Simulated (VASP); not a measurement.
Wanted: the native input for a VASP 6.6.1 run.

* Task: single point
* Functional: PBEsol
* Potentials or basis: VASP PAW PBE potentials, release 64 (Sb)
* Cutoff: 520 eV
* k mesh: 16 × 16 × 16
* Occupations: fermi-dirac, width 0.1 eV
* Spin: no spin polarisation
* Dipole correction: no
* Further INCAR settings: ALGO = Normal; EDIFF = 1e-06; NBANDS = 8

The structure of Sb lies in POSCAR:

```
Sb
1.0
   -1.8656075420      1.8656075420      1.8656075420
    1.8656075420     -1.8656075420      1.8656075420
    1.8656075420      1.8656075420     -1.8656075420
Sb
1
Direct
    0.0000000000      0.0000000000      0.0000000000
```

These files were run (other wordings do the same):

INCAR

```
PREC = Accurate
ENCUT = 520
EDIFF = 1E-6
ISMEAR = -1
SIGMA = 0.1
LREAL = False
LASPH = True
NELM = 100
ALGO = Normal
ISIF = 2
LWAVE = False
LCHARG = False
GGA = PS
NBANDS = 8
```

KPOINTS

```
regular mesh
0
Gamma
  16 16 16
```

Potentials or basis: VASP PAW PBE potentials, release 64 (Sb).

Launch:

```bash
$ cat potpaw_PBE.64/Sb/POTCAR > POTCAR
$ mpirun -np 1 vasp_std > vasp.out
```

It gave:

The pressure is 0.0 GPa.

Caveat: the PAW data sets were made with another functional, which shifts forces and pressure a little.

It took 10 s on 1 thread of Intel(R) Xeon(R) Platinum 8259CL CPU @ 2.50GHz (Skylake/Cascade Lake), on a shared host, peak memory 0.16 GiB.
